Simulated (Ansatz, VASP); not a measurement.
## Two plane-wave programs on BaTiO3

INCAR

```
SYSTEM = BaTiO3
PREC     = Accurate       ! precision mode
ENCUT    = 520            ! plane-wave cutoff, eV
EDIFF    = 1E-6           ! SCF threshold, eV
ISMEAR   = -1             ! smearing method
SIGMA    = 0.05           ! smearing width, eV
LREAL    = .False.        ! projectors in reciprocal space
LASPH    = .True.         ! aspherical terms in the spheres
NELM     = 60             ! most SCF steps
ALGO     = Normal         ! electronic algorithm
ISIF     = 2              ! what is computed and relaxed
LWAVE    = .False.        ! write WAVECAR
LCHARG   = .True.         ! write CHGCAR
GGA      = PE             ! functional
LELF     = .True.         ! ELF
LVHAR    = .True.       
NBANDS   = 51             ! bands
```

File KPOINTS:

```
Automatic mesh
0
Gamma
  2 2 1
  0 0 0
```

Contents of POSCAR:

```
BaTiO3
1.0
   -3.9998000000      0.0000000000      0.0000000000
    0.0000000000      0.0000000000     -4.0180000000
    0.0000000000     -7.9996000000      0.0000000000
Ba Ti O
2 2 6
Direct
    0.0014435500      0.0230418600      0.5075926300
    0.9985564500      0.9769581400      0.9924073700
    0.4803298900      0.5631888500      0.2357999500
    0.5196701100      0.4728111500      0.7642000500
    0.4938005300      0.9659728700      0.2581500200
    0.5061994700      0.0020271300      0.7418499800
    0.5076103700      0.4993320300      0.5074435600
    0.4923896300      0.4706679700      0.9925564400
    0.0152243000      0.4884056200      0.2711337500
    0.9847757000      0.4815943800      0.7288662500
```

Contents of input.yaml:

```yaml
crystal:
  lattice:
    - [-3.9998, 0.0, 0.0]
    - [0.0, 0.0, -4.018]
    - [0.0, -7.9996, 0.0]
  atoms:
    - { symbol: Ba, position: [0.00144355, 0.02304186, 0.50759263] }
    - { symbol: Ba, position: [0.99855645, 0.97695814, 0.99240737] }
    - { symbol: Ti, position: [0.48032989, 0.56318885, 0.23579995] }
    - { symbol: Ti, position: [0.51967011, 0.47281115, 0.76420005] }
    - { symbol: O, position: [0.49380053, 0.96597287, 0.25815002] }
    - { symbol: O, position: [0.50619947, 0.00202713, 0.74184998] }
    - { symbol: O, position: [0.50761037, 0.49933203, 0.50744356] }
    - { symbol: O, position: [0.49238963, 0.47066797, 0.99255644] }
    - { symbol: O, position: [0.0152243, 0.48840562, 0.27113375] }
    - { symbol: O, position: [0.9847757, 0.48159438, 0.72886625] }
hamiltonian:
  xc: pbe
  pseudopotentials: { kind: paw }
kpoints:
  mp_grid: { grid: [2, 2, 1] }
scf:
  occupations: { method: fermi_dirac, width: 0.05 }
output:
  forces: true
  stress: true
  eigenvalues: true
```

Alike in both runs: task single point; functional PBE; k mesh 2 × 2 × 1; occupations fermi-dirac, width 0.05 eV; no spin polarisation.

|  | VASP | Ansatz |
| --- | --- | --- |
| version | VASP 6.6.1 | Ansatz 0.2.0 |
| potentials or method | VASP PAW PBE potentials, release 64 (Ba_sv, Ti_sv, O) | Ansatz PAW |
| plane-wave cutoff (eV) | 520 | 420 |
| valence electrons in the cell | 80 | 80 |

|  | VASP | Ansatz | Ansatz less VASP |
| --- | --- | --- | --- |
| gap on the k mesh at the Fermi level (eV) | 1.00 | 1.05 | +0.047 |
| least direct gap on the mesh (eV) | 1.24 | 1.28 | +0.042 |
| pressure (GPa) | 13.3 | 11.3 | -2.04 |
| traceless stress, the component that is largest in VASP (GPa) | 6.91 | 6.59 | -0.324 |
| rms of the force components (eV/Å) | 1.746 | 1.685 | -0.0612 |

Atom by atom the forces differ by 0.082 eV/Å (rms over components).

The k mesh is coarse, so the values compare programs but aren't converged. Neither program's run includes spin-orbit coupling.
